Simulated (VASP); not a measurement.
Input of a VASP 6.6.1 run:

File INCAR:

```
SYSTEM = Si8N
ALGO = Normal
EDIFF = 1E-6
ENCUT = 520
GGA = PE
ISIF = 2
ISMEAR = 0
LASPH = .TRUE.
LCHARG = .FALSE.
LREAL = .FALSE.
LWAVE = .FALSE.
NBANDS = 28
NELM = 60
PREC = Accurate
SIGMA = 0.1
```

Contents of KPOINTS:

```
k-points
0
G
  6 6 12
  0 0 0
```

Contents of POSCAR:

```
Si8N
1.0
    6.4362610979      0.0000000000      0.0000000000
    0.0000000000      6.4362610979      0.0000000000
    0.0000000000      0.0000000000      3.3213790989
Si N
8 1
Direct
    0.2042165850      0.5000000000      0.5000000000
    0.7957834150      0.5000000000      0.5000000000
    0.5000000000      0.2042165850      0.5000000000
    0.5000000000      0.7957834150      0.5000000000
    0.7261618470      0.0000000000      0.0000000000
    0.2738381530      0.0000000000      0.0000000000
    0.0000000000      0.7261618470      0.0000000000
    0.0000000000      0.2738381530      0.0000000000
    0.5000000000      0.5000000000      0.5000000000
```

Potentials or basis: VASP PAW PBE potentials, release 64 (Si, N).

Run with:

```bash
$ cat potpaw_PBE.64/Si/POTCAR potpaw_PBE.64/N/POTCAR > POTCAR
$ mpirun -np 1 vasp_std > vasp.out
```

Question: Estimate the pressure.

Answer: 0.0 GPa.

Question: Estimate the band gap on the k mesh.

Answer: Zero (an odd number of electrons rules out a gap without spin polarisation).

Question: Estimate the largest force.

Answer: 0.004 eV/Å.

Forces on the atoms (eV/Å):
```
Si   0.000  0.000  0.000
Si   0.000  0.000  0.000
Si   0.000  0.000  0.000
Si   0.000  0.000  0.000
Si  -0.004  0.000  0.000
Si   0.004  0.000  0.000
Si   0.000 -0.004  0.000
Si   0.000  0.004  0.000
N    0.000  0.000  0.000
```

Caveat: an odd number of electrons without spin polarisation forces a metal; a magnetic or distorted state may lie lower.
